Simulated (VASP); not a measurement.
NaCl, 2 atoms in the cell. It takes space group P4/mmm (No. 123, tetragonal). Conventional cell: a = 3.460 Å, b = 3.460 Å, c = 3.343 Å, α = 90.00°, β = 90.00°, γ = 90.00°. Within 3.9 Å of Na (site symmetry 4/mmm) lie 8 Cl at 2.96 Å and 6 Na at 3.34 to 3.46 Å. Cl (site symmetry 4/mmm) has 8 Na at 2.96 Å and 6 Cl at 3.34 to 3.46 Å within 3.9 Å.  This cell differs from its parent crystal: uniaxial z strain -3.4%.

* Program: VASP 6.6.1
* Task: single point
* Functional: PBE
* Potentials or basis: VASP PAW PBE potentials, release 64 (Na_pv, Cl)
* Cutoff: 520 eV
* k mesh: 8 × 8 × 8
* Occupations: fermi-dirac, width 0.02 eV
* Spin: no spin polarisation
* Dipole correction: no
* Further INCAR settings: ALGO = Normal; EDIFF = 1e-06; NBANDS = 14

Potentials or basis: VASP PAW PBE potentials, release 64 (Na_pv, Cl).

Command:

```console
$ cat potpaw_PBE.64/Na_pv/POTCAR potpaw_PBE.64/Cl/POTCAR > POTCAR
$ mpirun -np 1 vasp_std > vasp.out
```

Hardware: 1 thread of Intel(R) Xeon(R) Platinum 8259CL CPU @ 2.50GHz (Skylake/Cascade Lake), on a shared host.

Question: Estimate the wall time of this run.

Answer: Wall time 24 s on 1 thread of Intel(R) Xeon(R) Platinum 8259CL CPU @ 2.50GHz (Skylake/Cascade Lake), with other jobs on the host, peak memory 0.17 GiB. Counts: scf iterations 12, k points 75.
